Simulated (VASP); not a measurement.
Runs of VASP 6.6.1 on SiC. The structure is that of space group I-4m2 (No. 119), or close to it. The cells are those of the table. 

```tsv
level	cell	k mesh	smearing	gap on the mesh (eV)	pressure (GPa)
r2SCAN	a = 3.094, b = 3.094, c = 3.157 Å, angles 59.3, 59.3, 61.4°, 2 atoms	10 × 10 × 10	gaussian 0.01 eV	(a)	-7.2
PBE	a = 3.094, b = 3.094, c = 3.157 Å, angles 59.3, 59.3, 61.4°, 2 atoms	10 × 10 × 10	fermi-dirac 0.02 eV	0.98	(b)
r2SCAN	a = 3.097, b = 3.097, c = 3.173 Å, angles 59.2, 59.2, 61.6°, 2 atoms	10 × 10 × 10	gaussian 0.01 eV	1.24	-8.5
PBE	a = 3.097, b = 3.097, c = 3.173 Å, angles 59.2, 59.2, 61.6°, 2 atoms	6 × 6 × 6	gaussian 0.01 eV	0.90	-4.8
PBE	a = 3.097, b = 3.097, c = 3.173 Å, angles 59.2, 59.2, 61.6°, 2 atoms	10 × 10 × 10	fermi-dirac 0.02 eV	0.90	-4.8
```

Alike in all rows: task single point; potentials or basis VASP PAW PBE potentials, release 64 (Si, C); no spin polarisation; cutoff (eV) 520.

Q: Fill in the values left out.

A: (a) 1.32; (b) -3.5.

Caveats: the PAW data sets were made with another functional, which shifts forces and pressure a little (some runs).

A k mesh can miss the band edges.
